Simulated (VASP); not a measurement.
Here is a VASP 6.6.1 calculation.

File INCAR:

```
PREC = Accurate
ENCUT = 520
EDIFF = 1E-6
ISMEAR = -1
SIGMA = 0.05
LREAL = False
LASPH = True
NELM = 60
ALGO = Normal
ISIF = 2
LWAVE = False
LCHARG = True
GGA = PE
LELF = True
LVHAR = True
NBANDS = 16
```

File KPOINTS:

```
Automatic mesh
0
Gamma
  10 10 5
```

File POSCAR:

```
K
1.0
    4.5913297264      0.0000000000      0.0000000000
   -2.2956648632      3.9762081802      0.0000000000
    0.0000000000      0.0000000000      7.4906127846
K
2
Direct
    0.3333333333      0.6666666667      0.2500000000
    0.6666666667      0.3333333333      0.7500000000
```

Potentials or basis: VASP PAW PBE potentials, release 64 (K_sv).

The run is started by

```bash
$ cat potpaw_PBE.64/K_sv/POTCAR > POTCAR
$ mpirun -np 1 vasp_std > vasp.out
```

**Question.** Predict the pressure.

**Answer.** 0.3 GPa.

**Question.** What does it give for the band gap on the k mesh?

**Answer.** Zero (bands 9 and 10 overlap by 1.95 eV).
